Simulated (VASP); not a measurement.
# Ta2N in VASP: a series of runs

The runs below take Ta2N through single point, with LDA.

Program: VASP 6.6.1. These are calculated values, not measurements. Logs are shortened: lines on timing, memory, paths and dates and some standing lists are left out, and cuts for length are marked.

**1. The cell of the first run**

The typed cell holds 3 atoms: a = 3.063 Å, b = 3.124 Å, c = 4.564 Å, α = 90.00°, β = 90.00°, γ = 121.99°.

**2. Single point, LDA (engineering shear strain xy -0.0467, normal strain along z -0.0467)**

The input, INCAR:

```
PREC = Accurate ; ENCUT = 520
EDIFF = 1E-6 ; ISMEAR = 0
SIGMA = 0.15 ; LREAL = False
LASPH = True ; NELM = 100
ALGO = Normal ; ISIF = 2
LWAVE = False ; LCHARG = False
GGA = CA ; NBANDS = 20
```

The input, KPOINTS:

```
Automatic mesh
0
Gamma
  15 15 8
```

The input, POSCAR:

```
Ta2N
1.0
    3.0618406011     -0.0714939780      0.0000000000
   -1.5928359018      2.6873787319      0.0000000000
    0.0000000000      0.0000000000      4.5636021781
Ta N
2 1
Direct
    0.6666666667      0.3333333333      0.7466885012
    0.3333333333      0.6666666667      0.2533114988
    0.0000000000      0.0000000000      0.0000000000
```

Potentials or basis: VASP PAW LDA potentials, release 64 (Ta_pv, N).

Run with:

```
> cat potpaw_LDA.64/Ta_pv/POTCAR potpaw_LDA.64/N/POTCAR > POTCAR
> mpirun -np 1 vasp_std > vasp.out
```

OUTCAR:

```text
PREC = Accurate
   ENCUT = 520
   EDIFF = 1E-6
   ISMEAR = 0
   LREAL = False
   LASPH = True
   NELM = 100
   ISIF = 2
   GGA = CA

 ion  position               nearest neighbor table
   1  0.667  0.333  0.747-   3 2.08   3 2.11   3 2.14   2 2.84   2 2.86   2 2.88   2 2.89   2 2.91
                             2 2.93
   2  0.333  0.667  0.253-   3 2.08   3 2.11   3 2.14   1 2.84   1 2.86   1 2.88   1 2.89   1 2.91
                             1 2.93
   3  0.000  0.000  0.000-   1 2.08   2 2.08   1 2.11   2 2.11   1 2.14   2 2.14

  LATTYP: Found a simple monoclinic cell.
 ALAT       =     3.0001379722
 B/A-ratio  =     1.5211307681
 C/A-ratio  =     1.0208447771
 COS(beta)  =    -0.4691584668

  Lattice vectors:

 A1 = (   1.4690046993,   2.6158847539,   0.0000000000)
 A2 = (   0.0000000000,   0.0000000000,  -4.5636021781)
 A3 = (  -3.0618406011,   0.0714939780,   0.0000000000)

Analysis of symmetry for initial positions (statically):
=====================================================================
 Subroutine PRICEL returns:
 Original cell was already a primitive cell.

 Routine SETGRP: Setting up the symmetry group for a
 simple monoclinic supercell.

 Subroutine GETGRP returns: Found  2 space group operations
 (whereof  2 operations were pure point group operations)
 out of a pool of  4 trial point group operations.

The static configuration has the point symmetry S_2 .

Analysis of symmetry for dynamics (positions and initial velocities):
=====================================================================
 Subroutine PRICEL returns:
 Original cell was already a primitive cell.

 Routine SETGRP: Setting up the symmetry group for a
 simple monoclinic supercell.

 Subroutine GETGRP returns: Found  2 space group operations
 (whereof  2 operations were pure point group operations)
 out of a pool of  4 trial point group operations.

The dynamic configuration has the point symmetry S_2 .

 Subroutine INISYM returns: Found  2 space group operations
 (whereof  2 operations are pure point group operations),
 and found     1 'primitive' translations

----------------------------------------------------------------------------------------

                                     Primitive cell

  volume of cell :      37.0311

  direct lattice vectors                    reciprocal lattice vectors
     3.061840601 -0.071493978  0.000000000     0.331184452  0.196296294  0.000000000
    -1.592835902  2.687378732  0.000000000     0.008810702  0.377332004  0.000000000
     0.000000000  0.000000000  4.563602178     0.000000000  0.000000000  0.219125147

  length of vectors
     3.062675180  3.123960733  4.563602178     0.384987502  0.377434855  0.219125147

  position of ions in fractional coordinates (direct lattice)
     0.666666667  0.333333333  0.746688501
     0.333333333  0.666666667  0.253311499
     0.000000000  0.000000000  0.000000000

  ion indices of the primitive-cell ions
   primitive index   ion index
                 1           1
                 2           2
                 3           3

----------------------------------------------------------------------------------------

 KPOINTS: Automatic mesh

Automatic generation of k-mesh.
 Grid dimensions read from file:
 generate k-points for:   15   15    8

 Generating k-lattice:

  Cartesian coordinates                     Fractional coordinates (reciprocal lattice)
     0.022078963  0.013086420  0.000000000     0.066666667  0.000000000  0.000000000
     0.000587380  0.025155467  0.000000000     0.000000000  0.066666667  0.000000000
     0.000000000  0.000000000  0.027390643     0.000000000  0.000000000  0.125000000

  Length of vectors
     0.025665833  0.025162324  0.027390643

  Shift w.r.t. Gamma in fractional coordinates (k-lattice)
     0.000000000  0.000000000  0.000000000

 Subroutine IBZKPT returns following result:
 ===========================================

 Found    901 irreducible k-points:

 Following reciprocal coordinates:
            Coordinates               Weight
  0.000000  0.000000  0.000000      1.000000
  0.066667  0.000000  0.000000      2.000000
  0.133333  0.000000  0.000000      2.000000
  0.200000 -0.000000  0.000000      2.000000
  0.266667  0.000000  0.000000      2.000000
  0.333333  0.000000  0.000000      2.000000
[... 16 lines left out ...]
 -0.066667  0.066667  0.000000      2.000000
  0.000000  0.133333  0.000000      2.000000
 [... further k-points ...]
   k-points           NKPTS =    901   k-points in BZ     NKDIM =    901   number of bands    NBANDS=     20
   number of dos      NEDOS =    301   number of ions     NIONS =      3
   total plane-waves  NPLWV =  20736
   dimension x,y,z NGX =    24 NGY =   24 NGZ =   36
   dimension x,y,z NGXF=    48 NGYF=   48 NGZF=   72
   ions per type =               2   1
   NGX,Y,Z   is equivalent  to a cutoff of  13.03, 12.77, 13.11 a.u.
   NGXF,Y,Z  is equivalent  to a cutoff of  26.06, 25.54, 26.23 a.u.
 SYSTEM =  unknown system
   PREC   = accura    normal or accurate (medium, high low for compatibility)
   ISTART =      0    job   : 0-new  1-cont  2-samecut
   ICHARG =      2    charge: 1-file 2-atom 10-const
   ISPIN  =      1    spin polarized calculation?
   LNONCOLLINEAR =      F non collinear calculations
   LSORBIT =      F    spin-orbit coupling
   LASPH  =      T    aspherical Exc in radial PAW
   ENCUT  =  520.0 eV  38.22 Ry    6.18 a.u.   5.69  5.81  8.49*2*pi/ulx,y,z
   NELM   =    100;   NELMIN=  2; NELMDL= -5     # of ELM steps
   EDIFF  = 0.1E-05   stopping-criterion for ELM
   LREAL  =      F    real-space projection
   EDIFFG = 0.1E-04   stopping-criterion for IOM
   NSW    =      0    number of steps for IOM
   IBRION =     -1    ionic relax: 0-MD 1-quasi-New 2-CG
   NFREE  =      0    steps in history (QN), initial steepest desc. (CG)
   ISIF   =      2    stress and relaxation
   ISYM   =      2    0-nonsym 1-usesym 2-fastsym
   POTIM  = 0.5000    time-step for ionic-motion
   TEBEG  =    0.0;   TEEND  =   0.0 temperature during run
   PSTRESS=    0.0 pullay stress
   NELECT =      27.0000    total number of electrons
   NUPDOWN=      -1.0000    fix difference up-down
   EMIN   =  10.00;   EMAX   =-10.00  energy-range for DOS
   EFERMI =   0.00;   METHOD = LEGACY
   ISMEAR =     0;   SIGMA  =   0.15  broadening in eV -4-tet -1-fermi 0-gaus
   EFERMI_NEDOS =   21; number of points for ismear=-14 and -15
   IALGO  =     38    algorithm
   IMIX   =      4    mixing-type and parameters
     AMIX     =   0.40;   BMIX     =  1.00
     AMIX_MAG =   1.60;   BMIX_MAG =  1.00
  volume/ion in A,a.u.               =      12.34        83.30
  Fermi-wavevector in a.u.,A,eV,Ry     =   1.473467  2.784450 29.539691  2.171106
  Thomas-Fermi vector in A             =   2.588357
   LORBIT       =      0    0 simple, 1 ext, 2 COOP (PROOUT), +10 PAW based schemes
   GGA     = CA    functional components
   LHFCALC =     F    Hartree Fock is set to
   AEXX    =    0.0000 exact exchange contribution
   IVDW    =     0    specifies the selected vdW correction
   LEPSILON=     F    determine dielectric tensor
   LRPA    =     F    only Hartree local field effects (RPA)
 non-spin polarized calculation
 Gauss-broadening in eV      SIGMA  =   0.15
  energy-cutoff  :      520.00
  volume of cell :       37.03
 maximum number of plane-waves:      1012
   NGX = 11   NGY = 11   NGZ = 17

 number of electron      26.9999999 magnetization

 Free energy of the ion-electron system (eV)
  ---------------------------------------------------
  ext. energy  EPLUGINS =         0.00000000
  ---------------------------------------------------
  free energy    TOTEN  =       -37.45113908 eV

  energy without entropy =      -37.44119613  energy(sigma->0) =      -37.44616760

 E-fermi :   8.2269     XC(G=0): -13.5606

 val. band max:        8.2251550330   @ k =   0.2000   0.0667   0.2500
 cond. band min:       8.2301171807   @ k =  -0.2667  -0.4667   0.3750
 fundamental gap:      0.0049621477
 Fermi energy:         8.2269404046

 k-point     1 :       0.0000    0.0000    0.0000
  band No.  band energies     occupation
      1     -27.2846      2.00000
      2     -26.3099      2.00000
      3     -26.2386      2.00000
      4     -26.0919      2.00000
      5     -26.0188      2.00000
      6     -25.8014      2.00000
[... 12 lines left out ...]
     19       9.9272      0.00000
     20      14.2658      0.00000

 k-point     2 :       0.0667    0.0000    0.0000
  band No.  band energies     occupation
      1     -27.2649      2.00000
      2     -26.3262      2.00000
      3     -26.2754      2.00000
      4     -26.0954      2.00000
      5     -26.0535      2.00000
      6     -25.8108      2.00000
[... 12 lines left out ...]
     19      10.1032      0.00000
     20      14.3862      0.00000

 k-point     3 :       0.1333    0.0000    0.0000
  band No.  band energies     occupation
      1     -27.2074      2.00000
      2     -26.3892      2.00000
      3     -26.3601      2.00000
      4     -26.1654      2.00000
      5     -26.0914      2.00000
      6     -25.8394      2.00000
[... 12 lines left out ...]
     19      11.2014      0.00000
     20      14.3866      0.00000

 k-point     4 :       0.2000   -0.0000    0.0000
  band No.  band energies     occupation
      1     -27.1172      2.00000
      2     -26.5407      2.00000
      3     -26.4224      2.00000
      4     -26.3051      2.00000
      5     -26.1058      2.00000
      6     -25.8874      2.00000
[... 429 lines left out ...]
 k-point    23 :      -0.0667    0.0667    0.0000
  band No.  band energies     occupation
      1     -27.2671      2.00000
      2     -26.3405      2.00000
      3     -26.2525      2.00000
      4     -26.1222      2.00000
      5     -26.0205      2.00000
      6     -25.8108      2.00000
[... 12 lines left out ...]
     19      10.2019      0.00000
     20      14.2730      0.00000

 k-point    24 :       0.0000    0.1333    0.0000
  band No.  band energies     occupation
      1     -27.2115      2.00000
      2     -26.4076      2.00000
      3     -26.3285      2.00000
      4     -26.1843      2.00000
      5     -26.0602      2.00000
      6     -25.8389      2.00000
[... 12 lines left out ...]
     19      11.0914      0.00000
     20      14.2479      0.00000

 [... further k-points ...]

------------------------ aborting loop because EDIFF is reached ----------------------------------------

  FORCE on cell =-STRESS in cart. coord.  units (eV):
  Direction    XX          YY          ZZ          XY          YZ          ZX
  --------------------------------------------------------------------------------------
  -------------------------------------------------------------------------------------
  Total        3.5548557      3.5544802      6.5245118      2.1064931     -0.0474575     -0.7831280
  in kB      153.8033691    153.7871209    282.2876571     91.1389275     -2.0532837    -33.8825930
  external PRESSURE =     196.6260491 kB  Pullay stress =       0.0000000 kB

 VOLUME and BASIS-vectors are now :
 -----------------------------------------------------------------------------
  energy-cutoff  :      520.00
  volume of cell :       37.03
      direct lattice vectors                 reciprocal lattice vectors
     3.061840601 -0.071493978  0.000000000     0.331184452  0.196296294  0.000000000
    -1.592835902  2.687378732  0.000000000     0.008810702  0.377332004  0.000000000
     0.000000000  0.000000000  4.563602178     0.000000000  0.000000000  0.219125147

 POSITION                                       TOTAL-FORCE (eV/Angst)
 -----------------------------------------------------------------------------------
      1.51028      0.84813      3.40759         0.081522      0.002598     -0.073150
     -0.04128      1.76775      1.15601        -0.081522     -0.002598      0.073150
      0.00000      0.00000      0.00000         0.000000      0.000000      0.000000
 -----------------------------------------------------------------------------------
    total drift:                                0.000000     -0.000000      0.000000

  FREE ENERGIE OF THE ION-ELECTRON SYSTEM (eV)
  ---------------------------------------------------
  free  energy   TOTEN  =       -37.4511390776 eV

  energy  without entropy=      -37.4411961297  energy(sigma->0) =      -37.44616760
```

Run time: 4.4 min. Hardware: 1 thread of Intel Xeon 6975P-C (Granite Rapids), shared host; peak memory 0.63 GiB.

What came out:

```
Free energy            : -37.4511 eV
Pressure               : 19.7 GPa
Largest force          : 0.110 eV/Å
Band gap on the k mesh : zero (an odd number of electrons rules out a gap without spin polarisation)
```

Forces on the atoms (eV/Å):
```
Ta   0.082  0.003 -0.073
Ta  -0.082 -0.003  0.073
N    0.000  0.000  0.000
```

Caveat: the cell differs from its parent crystal (engineering shear strain xy -0.0467, normal strain along z -0.0467); the stress differs along the axes, from 15 to 28 GPa; spin-orbit coupling is left out, which moves the levels of the heavy elements.

**3. Single point, LDA (engineering shear strain xy +0.0000, normal strain along z +0.0233)**

The input, INCAR:

```
PREC = Accurate
ENCUT = 700
EDIFF = 1E-6
ISMEAR = 0
SIGMA = 0.15
LREAL = False
LASPH = True
NELM = 120
ALGO = Normal
ISIF = 2
LWAVE = False
LCHARG = False
GGA = CA
NBANDS = 22
GGA_COMPAT = False
```

KPOINTS is that of step 2.

The input, POSCAR:

```
Ta2N
1.0
    3.0618406011      0.0000000000      0.0000000000
   -1.5309203006      2.6516317429      0.0000000000
    0.0000000000      0.0000000000      4.8987035653
Ta N
2 1
Direct
    0.6666666667      0.3333333333      0.7466885012
    0.3333333333      0.6666666667      0.2533114988
    0.0000000000      0.0000000000      0.0000000000
```

Potentials or basis: VASP PAW LDA potentials, release 64 (Ta_sv_GW, N).

Run with:

```
> cat potpaw_LDA.64/Ta_sv_GW/POTCAR potpaw_LDA.64/N/POTCAR > POTCAR
> mpirun -np 1 vasp_std > vasp.out
```

Wall time 2.1 min (1 thread of AMD EPYC 9R45 (Zen 5), shared host); peak memory 0.32 GiB.

Results (log left out):

```yaml
Free_energy: -42.6398 eV
Pressure: -6.1 GPa
Largest_force: 0.055 eV/Å
Band_gap_on_the_k_mesh: zero (an odd number of electrons rules out a gap without spin polarisation)
```

Forces on the atoms (eV/Å):
```
Ta   0.000  0.000 -0.055
Ta   0.000  0.000  0.055
N    0.000  0.000  0.000
```

Stress tensor (GPa, compression positive):
```
-4.36  0.00  0.00
 0.00 -4.36  0.00
 0.00  0.00 -9.49
```

Levels at points of the mesh, in eV from the Fermi level:
```csv
k point,band 11,band 12,band 13,band 14,band 15,band 16,band 17,band 18,band 19,band 20
"(0.00, 0.00, 0.00)",-6.10,-6.10,-4.80,-0.90,-0.27,-0.27,0.34,0.42,0.42,1.23
"(0.00, 0.00, 0.50)",-6.27,-6.27,-2.98,-2.67,-1.08,-1.08,1.73,2.23,2.29,2.29
```

Caveat: the cell differs from its parent crystal (engineering shear strain xy +0.0000, normal strain along z +0.0233); the stress differs along the axes, from -9 to -4 GPa; spin-orbit coupling is left out, which moves the levels of the heavy elements.

**4. Single point, LDA (engineering shear strain xy +0.0000, normal strain along z -0.0700)**

The input, INCAR:

```
PREC     = Accurate       # precision mode
ENCUT    = 700            # plane-wave cutoff, eV
EDIFF    = 1E-6           # SCF threshold, eV
ISMEAR   = 0              # smearing method
SIGMA    = 0.15           # smearing width, eV
LREAL    = F              # projectors in reciprocal space
LASPH    = T              # aspherical terms in the spheres
NELM     = 120            # most SCF steps
ALGO     = Normal         # electronic algorithm
ISIF     = 2              # what is computed and relaxed
LWAVE    = F              # write WAVECAR
LCHARG   = F              # write CHGCAR
NBANDS   = 22             # bands
GGA_COMPAT= F
```

The input, KPOINTS:

```
regular mesh
0
Gamma
  15 15 8
```

POSCAR: that of step 3 with these lines changed.

```diff
@@ -4,3 +4,3 @@
    -1.5309203006      2.6516317429      0.0000000000
-    0.0000000000      0.0000000000      4.8987035653
+    0.0000000000      0.0000000000      4.4520612878
 Ta N
```

Run with:

```
> cat potpaw_LDA.64/Ta_sv_GW/POTCAR potpaw_LDA.64/N/POTCAR > POTCAR
> mpirun -np 1 vasp_std > vasp.out
```

It took 3.3 min on 1 thread of Intel Xeon Platinum 8375C at 2.90GHz (Ice Lake), shared host; peak memory 0.34 GiB.

The run converged. Its results:

```yaml
Free_energy: -42.3148 eV
Pressure: 28.6 GPa
Largest_force: 0.040 eV/Å
Band_gap_on_the_k_mesh: zero (an odd number of electrons rules out a gap without spin polarisation)
```

Forces on the atoms (eV/Å):
```
Ta   0.000  0.000  0.040
Ta   0.000  0.000 -0.040
N    0.000  0.000  0.000
```

Stress tensor (GPa, compression positive):
```
21.51  0.00  0.00
 0.00 21.51  0.00
 0.00  0.00 42.91
```

Levels at points of the mesh, in eV from the Fermi level:
```csv
k point,band 11,band 12,band 13,band 14,band 15,band 16,band 17,band 18,band 19,band 20
"(0.00, 0.00, 0.00)",-6.92,-6.92,-4.38,-0.24,-0.24,-0.16,-0.16,0.07,0.46,1.44
"(0.00, 0.00, 0.50)",-7.20,-7.20,-2.45,-2.07,-1.65,-1.65,2.45,2.63,2.88,2.88
```

Caveat: the cell differs from its parent crystal (engineering shear strain xy +0.0000, normal strain along z -0.0700); the stress differs along the axes, from 22 to 43 GPa; spin-orbit coupling is left out, which moves the levels of the heavy elements.

**5. The runs side by side**

```tsv
potentials or basis	cell	cutoff (eV)	gap on the mesh (eV)	pressure (GPa)	largest force (eV/Å)
VASP PAW LDA potentials, release 64 (Ta_pv, N)	a = 3.063, b = 3.124, c = 4.564 Å, angles 90.0, 90.0, 122.0°, 3 atoms	520	none	19.7	0.11
VASP PAW LDA potentials, release 64 (Ta_sv_GW, N)	a = 3.062, b = 3.062, c = 4.899 Å, angles 90.0, 90.0, 120.0°, 3 atoms	700	none	-6.1	0.05
VASP PAW LDA potentials, release 64 (Ta_sv_GW, N)	a = 3.062, b = 3.062, c = 4.452 Å, angles 90.0, 90.0, 120.0°, 3 atoms	700	none	28.6	0.04
```

Alike in all rows: task single point; level LDA; no spin polarisation; k mesh 15 × 15 × 8; smearing gaussian 0.15 eV.

Caveats: spin-orbit coupling is left out, which moves the levels of the heavy elements; the stress differs along the axes, from 15 to 28 GPa (at least some runs); the stress differs along the axes, from -9 to -4 GPa (at least some runs); the stress differs along the axes, from 22 to 43 GPa (at least some runs).

Total energies depend on the potentials used, so only differences within one code and one set of settings carry meaning.

The gap in the log of VASP goes by the Fermi energy; the results here count the filled bands.